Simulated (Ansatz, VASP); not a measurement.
## One calculation of Hf, two programs

```
Hf
1.0
    -1.83653    1.83653    1.83653
     1.83653   -1.83653    1.83653
     1.83653    1.83653   -1.83653
Hf
1
Cartesian
  0.0000 0.0000 0.0000
```

Alike in both runs: task single point; functional PBE; k mesh 9 × 9 × 9; occupations fermi-dirac, width 0.1 eV; no spin polarisation.

|  | VASP | Ansatz |
| --- | --- | --- |
| version | VASP 6.6.1 | Ansatz 0.2.0 |
| potentials or method | VASP PAW PBE potentials, release 64 (Hf_pv), cutoff 520 eV | plane waves, PAW |
| valence electrons in the cell | 10 | 26 |

|  | VASP | Ansatz | Ansatz less VASP |
| --- | --- | --- | --- |
| pressure (GPa) | -8.8 | -8.5 | +0.36 |

With one functional, cell and mesh, what is left measures potentials, basis and numerics. VASP's potentials hold 10 valence electrons a cell and Ansatz's 26, so a difference there can come from the potentials and not from the codes.

Neither program's run includes spin-orbit coupling.
